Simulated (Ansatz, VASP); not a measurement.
# Two plane-wave programs on Bi

```
CELL_PARAMETERS angstrom
3.40257 0.00000 0.00000
0.00000 3.40257 0.00000
0.00000 0.00000 3.40257
ATOMIC_POSITIONS crystal
Bi 0.00000 0.00000 0.00000
```

Alike in both runs: task single point; functional BLYP; k mesh 11 × 11 × 11; occupations fermi-dirac, width 0.1 eV; no spin polarisation.

|  | VASP | Ansatz |
| --- | --- | --- |
| version | VASP 6.6.1 | Ansatz 0.2.0 |
| potentials or method | VASP PAW PBE potentials, release 64 (Bi_d), cutoff 520 eV | plane waves (420 eV) with PAW, scalar-relativistic |
| valence electrons in the cell | 15 | 15 |

```csv
,VASP,Ansatz,Ansatz less VASP
pressure (GPa),-1.2,-1.3,-0.11
```

VASP's potentials were made for PBE, not for BLYP.

Spin-orbit coupling is off throughout.
